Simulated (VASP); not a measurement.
# Au in VASP: a series of runs, part 2 of 2

VASP 6.6.1. The steps go on from the part before.

**3. Single point, PBE, collinear spin, ferromagnetic start**

This run uses another cell than the first one, of 144.83 Å³/atom, 0.997 times its volume.

Contents of INCAR:

```
PREC     = Accurate       # precision mode
ENCUT    = 520            # plane-wave cutoff, eV
EDIFF    = 1E-6           # SCF threshold, eV
ISMEAR   = 0              # smearing method
SIGMA    = 0.05           # smearing width, eV
LREAL    = False          # projectors in reciprocal space
LASPH    = True           # aspherical terms in the spheres
NELM     = 150            # most SCF steps
ALGO     = Normal         # electronic algorithm
ISIF     = 2              # what is computed and relaxed
LWAVE    = False          # write WAVECAR
LCHARG   = False          # write CHGCAR
ISPIN    = 2              # spin polarisation
MAGMOM   = 0.5 0.5 0.5 0.5 # initial moments
LORBIT   = 11             # projections on sites
LMAXMIX  = 4              # l up to which the mixer works
GGA      = PE             # functional
NBANDS   = 34             # bands
```

Contents of KPOINTS:

```
Automatic mesh
0
Gamma
  1 1 12
```

Contents of POSCAR:

```
Au
1.0
   11.8000000000      0.0000000000      0.0000000000
    0.0000000000      9.3000000000      0.0000000000
    0.0000000000      0.0000000000      5.2788636445
Au
4
Direct
    0.3874253022      0.5000000000      0.0000000000
    0.3874253022      0.5000000000      0.5000000000
    0.6125746978      0.5000000000      0.0000000000
    0.6125746978      0.5000000000      0.5000000000
```

Potentials or basis: VASP PAW PBE potentials, release 64 (Au).

Command:

```console
$ cat potpaw_PBE.64/Au/POTCAR > POTCAR
$ mpirun -np 1 vasp_std > vasp.out
```

OUTCAR:

```text
PREC = Accurate
   ENCUT = 520
   EDIFF = 1E-6
   ISMEAR = 0
   LREAL = False
   LASPH = True
   NELM = 150
   ISIF = 2
   ISPIN = 2
   LORBIT = 11
   GGA = PE

 ion  position               nearest neighbor table
   1  0.387  0.500  0.000-   2 2.64   2 2.64   3 2.66
   2  0.387  0.500  0.500-   1 2.64   1 2.64   4 2.66
   3  0.613  0.500  0.000-   4 2.64   4 2.64   1 2.66
   4  0.613  0.500  0.500-   3 2.64   3 2.64   2 2.66

  LATTYP: Found a simple orthorhombic cell.
 ALAT       =     5.2788636445
 B/A-ratio  =     1.7617427966
 C/A-ratio  =     2.2353295699

  Lattice vectors:

 A1 = (   0.0000000000,   0.0000000000,  -5.2788636445)
 A2 = (   0.0000000000,   9.3000000000,   0.0000000000)
 A3 = (  11.8000000000,   0.0000000000,   0.0000000000)

Analysis of symmetry for initial positions (statically):
=====================================================================
 Subroutine PRICEL returns following result:

  LATTYP: Found a simple orthorhombic cell.
 ALAT       =     2.6394318223
 B/A-ratio  =     3.5234855932
 C/A-ratio  =     4.4706591398
[... 12 lines left out ...]
 Subroutine GETGRP returns: Found  8 space group operations
 (whereof  8 operations were pure point group operations)
 out of a pool of  8 trial point group operations.

The static configuration has the point symmetry D_2h.

Analysis of symmetry for dynamics (positions and initial velocities):
=====================================================================
 Subroutine PRICEL returns following result:

  LATTYP: Found a simple orthorhombic cell.
 ALAT       =     2.6394318223
 B/A-ratio  =     3.5234855932
 C/A-ratio  =     4.4706591398
[... 12 lines left out ...]
 Subroutine GETGRP returns: Found  8 space group operations
 (whereof  8 operations were pure point group operations)
 out of a pool of  8 trial point group operations.

The dynamic configuration has the point symmetry D_2h.

Analysis of structural, dynamic, and magnetic symmetry:
=====================================================================
 Subroutine PRICEL returns following result:

  LATTYP: Found a simple orthorhombic cell.
 ALAT       =     2.6394318223
 B/A-ratio  =     3.5234855932
 C/A-ratio  =     4.4706591398
[... 12 lines left out ...]
 Subroutine GETGRP returns: Found  8 space group operations
 (whereof  8 operations were pure point group operations)
 out of a pool of  8 trial point group operations.

The overall configuration has the point symmetry D_2h.

 Subroutine INISYM returns: Found  8 space group operations
 (whereof  8 operations are pure point group operations),
 and found     2 'primitive' translations

----------------------------------------------------------------------------------------

                                     Primitive cell

  volume of cell :     289.6512

  direct lattice vectors                    reciprocal lattice vectors
     0.000000000  0.000000000 -2.639431822     0.000000000  0.000000000 -0.378869419
     0.000000000  9.300000000  0.000000000     0.000000000  0.107526882  0.000000000
    11.800000000  0.000000000  0.000000000     0.084745763  0.000000000  0.000000000

[... 61 lines left out ...]
   LSORBIT =      F    spin-orbit coupling
   LASPH  =      T    aspherical Exc in radial PAW
   ENCUT  =  520.0 eV  38.22 Ry    6.18 a.u.  21.94 17.29  9.82*2*pi/ulx,y,z
   NELM   =    150;   NELMIN=  2; NELMDL= -5     # of ELM steps
   EDIFF  = 0.1E-05   stopping-criterion for ELM
   LREAL  =      F    real-space projection
   EDIFFG = 0.1E-04   stopping-criterion for IOM
   NSW    =      0    number of steps for IOM
   IBRION =     -1    ionic relax: 0-MD 1-quasi-New 2-CG
   NFREE  =      0    steps in history (QN), initial steepest desc. (CG)
   ISIF   =      2    stress and relaxation
   ISYM   =      2    0-nonsym 1-usesym 2-fastsym
   POTIM  = 0.5000    time-step for ionic-motion
   TEBEG  =    0.0;   TEEND  =   0.0 temperature during run
   PSTRESS=    0.0 pullay stress
   NELECT =      44.0000    total number of electrons
   NUPDOWN=      -1.0000    fix difference up-down
   EMIN   =  10.00;   EMAX   =-10.00  energy-range for DOS
   EFERMI =   0.00;   METHOD = LEGACY
   ISMEAR =     0;   SIGMA  =   0.05  broadening in eV -4-tet -1-fermi 0-gaus
   EFERMI_NEDOS =   21; number of points for ismear=-14 and -15
   IALGO  =     38    algorithm
   IMIX   =      4    mixing-type and parameters
     AMIX     =   0.40;   BMIX     =  1.00
     AMIX_MAG =   1.60;   BMIX_MAG =  1.00
  volume/ion in A,a.u.               =     144.83       977.33
  Fermi-wavevector in a.u.,A,eV,Ry     =   0.693304  1.310155  6.539925  0.480671
  Thomas-Fermi vector in A             =   1.775480
   LORBIT       =     11    0 simple, 1 ext, 2 COOP (PROOUT), +10 PAW based schemes
   GGA     = PE    functional components
   LHFCALC =     F    Hartree Fock is set to
   AEXX    =    0.0000 exact exchange contribution
   IVDW    =     0    specifies the selected vdW correction
   LEPSILON=     F    determine dielectric tensor
   LRPA    =     F    only Hartree local field effects (RPA)
 spin polarized calculation
 Gauss-broadening in eV      SIGMA  =   0.05
  energy-cutoff  :      520.00
  volume of cell :      579.30
 maximum number of plane-waves:     15616
 NGX is ok and might be reduce to    90
   NGX = 43   NGY = 35   NGZ = 19

 number of electron      44.0000009 magnetization       0.0000868

 number of electron      44.0000009 magnetization      -0.0000118

 Free energy of the ion-electron system (eV)
  ---------------------------------------------------
  ext. energy  EPLUGINS =         0.00000000
  ---------------------------------------------------
  free energy    TOTEN  =        -8.60638573 eV

  energy without entropy =       -8.60597996  energy(sigma->0) =       -8.60618285

 E-fermi :  -3.9063     XC(G=0):  -2.8382

 val. band max:       -3.9954639898   @ k =   0.0000   0.0000   0.2500
 cond. band min:      -3.8112246177   @ k =   0.0000   0.0000   0.2500
 fundamental gap:      0.1842393721
 Fermi energy:        -3.9063192157

 spin component 1

 k-point     1 :       0.0000    0.0000    0.0000
  band No.  band energies     occupation
      1      -9.6273      1.00000
      2      -9.1013      1.00000
      3      -8.3630      1.00000
      4      -8.1084      1.00000
      5      -7.5054      1.00000
      6      -7.3032      1.00000
[... 248 lines left out ...]
     33       3.4746      0.00000
     34       3.4746      0.00000
 Fermi energy:        -3.9063192157

 spin component 2

 k-point     1 :       0.0000    0.0000    0.0000
  band No.  band energies     occupation
      1      -9.6273      1.00000
      2      -9.1013      1.00000
      3      -8.3630      1.00000
      4      -8.1084      1.00000
      5      -7.5054      1.00000
      6      -7.3032      1.00000
[... 248 lines left out ...]
     33       3.4757      0.00000
     34       3.4757      0.00000

------------------------ aborting loop because EDIFF is reached ----------------------------------------

  FORCE on cell =-STRESS in cart. coord.  units (eV):
  Direction    XX          YY          ZZ          XY          YZ          ZX
  --------------------------------------------------------------------------------------
  -------------------------------------------------------------------------------------
  Total       -0.0585496     -0.0813036     -0.0763168      0.0000000     -0.0000000      0.0000000
  in kB       -0.1619305     -0.2248615     -0.2110695      0.0000000     -0.0000000      0.0000000
  external PRESSURE =      -0.1992872 kB  Pullay stress =       0.0000000 kB

 VOLUME and BASIS-vectors are now :
 -----------------------------------------------------------------------------
  energy-cutoff  :      520.00
  volume of cell :      579.30
      direct lattice vectors                 reciprocal lattice vectors
    11.800000000  0.000000000  0.000000000     0.084745763  0.000000000  0.000000000
     0.000000000  9.300000000  0.000000000     0.000000000  0.107526882  0.000000000
     0.000000000  0.000000000  5.278863645     0.000000000  0.000000000  0.189434709

 POSITION                                       TOTAL-FORCE (eV/Angst)
 -----------------------------------------------------------------------------------
      4.57162      4.65000      0.00000         0.006658      0.000000      0.000000
      4.57162      4.65000      2.63943         0.006658      0.000000      0.000000
      7.22838      4.65000      0.00000        -0.006658      0.000000     -0.000000
      7.22838      4.65000      2.63943        -0.006658      0.000000     -0.000000
 -----------------------------------------------------------------------------------
    total drift:                                0.000000      0.000000      0.000000

  FREE ENERGIE OF THE ION-ELECTRON SYSTEM (eV)
  ---------------------------------------------------
  free  energy   TOTEN  =        -8.6063857297 eV

  energy  without entropy=       -8.6059799637  energy(sigma->0) =       -8.60618285

 total charge

# of ion       s       p       d       tot
------------------------------------------
    1        0.610   0.148   8.844   9.602
    2        0.610   0.148   8.844   9.602
    3        0.610   0.148   8.844   9.602
    4        0.610   0.148   8.844   9.602
--------------------------------------------------
tot          2.440   0.590  35.378  38.408

 magnetization (x)

# of ion       s       p       d       tot
------------------------------------------
    1        0.000   0.000   0.000   0.000
    2        0.000   0.000   0.000   0.000
    3        0.000   0.000   0.000   0.000
    4        0.000   0.000   0.000   0.000
--------------------------------------------------
tot          0.000   0.000   0.000   0.000
```

Wall time 4.1 min (1 thread of Intel Xeon 6975P-C (Granite Rapids), shared host); peak memory 0.81 GiB.

What came out:

```
Free energy                                           : -8.6064 eV
Largest force                                         : 0.007 eV/Å
Band gap on the k mesh                                : 0.18 eV
Net moment                                            : 0.00 μB per cell
Valence electrons inside the program's atomic spheres : Au 9.60
```

Forces in eV/Å, atoms in the order of the input:
```
Au   0.007  0.000  0.000
Au   0.007  0.000  0.000
Au  -0.007  0.000  0.000
Au  -0.007  0.000  0.000
```

Caveat: spin-orbit coupling is left out, which moves the levels of the heavy elements.

**4. Single point, PBE, collinear spin, ferromagnetic start**

This run uses another cell than the first one, of 144.83 Å³/atom, 0.997 times its volume.

INCAR is that of step 3.

KPOINTS is that of step 3.

Contents of POSCAR:

```
Au
1.0
   11.8000000000      0.0000000000      0.0000000000
    0.0000000000      9.3000000000      0.0000000000
    0.0000000000      0.0000000000      5.2788636571
Au
4
Direct
    0.3874252982      0.5000000000      0.0000000000
    0.3874252982      0.5000000000      0.5000000000
    0.6125747018      0.5000000000      0.0000000000
    0.6125747018      0.5000000000      0.5000000000
```

Potentials or basis: VASP PAW PBE potentials, release 64 (Au).

Command:

```console
$ cat potpaw_PBE.64/Au/POTCAR > POTCAR
$ mpirun -np 1 vasp_std > vasp.out
```

OUTCAR:

```text
PREC = Accurate
   ENCUT = 520
   EDIFF = 1E-6
   ISMEAR = 0
   LREAL = False
   LASPH = True
   NELM = 150
   ISIF = 2
   ISPIN = 2
   LORBIT = 11
   GGA = PE

 ion  position               nearest neighbor table
   1  0.387  0.500  0.000-   2 2.64   2 2.64   3 2.66
   2  0.387  0.500  0.500-   1 2.64   1 2.64   4 2.66
   3  0.613  0.500  0.000-   4 2.64   4 2.64   1 2.66
   4  0.613  0.500  0.500-   3 2.64   3 2.64   2 2.66

  LATTYP: Found a simple orthorhombic cell.
 ALAT       =     5.2788636571
 B/A-ratio  =     1.7617427924
 C/A-ratio  =     2.2353295646

  Lattice vectors:

 A1 = (   0.0000000000,   0.0000000000,  -5.2788636571)
 A2 = (   0.0000000000,   9.3000000000,   0.0000000000)
 A3 = (  11.8000000000,   0.0000000000,   0.0000000000)

[... 486 lines left out ...]
      5      -7.5054      1.00000
      6      -7.3032      1.00000
[... 248 lines left out ...]
     33       3.4757      0.00000
     34       3.4757      0.00000

------------------------ aborting loop because EDIFF is reached ----------------------------------------

  FORCE on cell =-STRESS in cart. coord.  units (eV):
  Direction    XX          YY          ZZ          XY          YZ          ZX
  --------------------------------------------------------------------------------------
  -------------------------------------------------------------------------------------
  Total       -0.0585527     -0.0813036     -0.0763175      0.0000000      0.0000000      0.0000000
  in kB       -0.1619392     -0.2248614     -0.2110713      0.0000000      0.0000000      0.0000000
  external PRESSURE =      -0.1992907 kB  Pullay stress =       0.0000000 kB

 VOLUME and BASIS-vectors are now :
 -----------------------------------------------------------------------------
  energy-cutoff  :      520.00
  volume of cell :      579.30
      direct lattice vectors                 reciprocal lattice vectors
    11.800000000  0.000000000  0.000000000     0.084745763  0.000000000  0.000000000
     0.000000000  9.300000000  0.000000000     0.000000000  0.107526882  0.000000000
     0.000000000  0.000000000  5.278863657     0.000000000  0.000000000  0.189434709

 POSITION                                       TOTAL-FORCE (eV/Angst)
 -----------------------------------------------------------------------------------
      4.57162      4.65000      0.00000         0.006659      0.000000     -0.000000
      4.57162      4.65000      2.63943         0.006659      0.000000     -0.000000
      7.22838      4.65000      0.00000        -0.006659     -0.000000      0.000000
      7.22838      4.65000      2.63943        -0.006659     -0.000000     -0.000000
 -----------------------------------------------------------------------------------
    total drift:                                0.000000      0.000000      0.000000

  FREE ENERGIE OF THE ION-ELECTRON SYSTEM (eV)
  ---------------------------------------------------
  free  energy   TOTEN  =        -8.6063857286 eV

  energy  without entropy=       -8.6059799641  energy(sigma->0) =       -8.60618285

 total charge

# of ion       s       p       d       tot
------------------------------------------
    1        0.610   0.148   8.844   9.602
    2        0.610   0.148   8.844   9.602
    3        0.610   0.148   8.844   9.602
    4        0.610   0.148   8.844   9.602
--------------------------------------------------
tot          2.440   0.590  35.378  38.408

 magnetization (x)

# of ion       s       p       d       tot
------------------------------------------
    1        0.000   0.000   0.000   0.000
    2        0.000   0.000   0.000   0.000
    3        0.000   0.000   0.000   0.000
    4        0.000   0.000   0.000   0.000
--------------------------------------------------
tot          0.000   0.000   0.000   0.000
```

OSZICAR:

```text
N       E                     dE             d eps       ncg     rms          rms(c)
DAV:   1     0.293713601232E+03    0.29371E+03   -0.13686E+04   952   0.923E+02
[... 14 lines left out ...]
DAV:  16    -0.860608842423E+01   -0.59775E-03   -0.53638E-05   956   0.206E-02    0.359E-03
DAV:  17    -0.860626994328E+01   -0.18152E-03   -0.43115E-05   996   0.136E-02    0.202E-03
DAV:  18    -0.860636329681E+01   -0.93354E-04   -0.91368E-06   934   0.648E-03    0.132E-03
DAV:  19    -0.860637867393E+01   -0.15377E-04   -0.27216E-06   836   0.331E-03    0.697E-04
DAV:  20    -0.860638275283E+01   -0.40789E-05   -0.22757E-07   778   0.124E-03    0.399E-04
DAV:  21    -0.860638549312E+01   -0.27403E-05   -0.28397E-07   712   0.111E-03    0.199E-04
DAV:  22    -0.860638572855E+01   -0.23544E-06   -0.41879E-08   688   0.520E-04
   1 F= -.86063857E+01 E0= -.86061828E+01  d E =-.405764E-03  mag=    -0.0000
```

Run time: 9.6 min. Hardware: 1 thread of Oxide Virtual Turin-like, shared host; peak memory 0.78 GiB.

Results:

```yaml
Free_energy: -8.6064 eV
Largest_force: 0.007 eV/Å
Band_gap_on_the_k_mesh: 0.18 eV
Net_moment: 0.00 μB per cell
Valence_electrons_inside_the_program's_atomic_spheres: Au 9.60
```

Forces on the atoms (eV/Å):
```
Au   0.007  0.000  0.000
Au   0.007  0.000  0.000
Au  -0.007  0.000  0.000
Au  -0.007  0.000  0.000
```

Levels at points of the mesh, in eV from the valence-band top:
Spin up:
| k point | band 19 | band 20 | band 21 | band 22 | band 23 | band 24 | band 25 | band 26 |
| --- | --- | --- | --- | --- | --- | --- | --- | --- |
| (0.00, 0.00, 0.00) | -0.81 | -0.68 | -0.38 | -0.19 | 2.77 | 2.88 | 3.02 | 4.67 |
| (0.00, 0.00, 0.50) | -1.54 | -1.54 | -1.47 | -1.47 | 0.70 | 0.70 | 4.76 | 4.76 |
Spin down:
```tsv
k point	band 19	band 20	band 21	band 22	band 23	band 24	band 25	band 26
(0.00, 0.00, 0.00)	-0.81	-0.68	-0.38	-0.19	2.77	2.88	3.02	4.67
(0.00, 0.00, 0.50)	-1.54	-1.54	-1.47	-1.47	0.70	0.70	4.76	4.76
```

Caveat: spin-orbit coupling is left out, which moves the levels of the heavy elements.
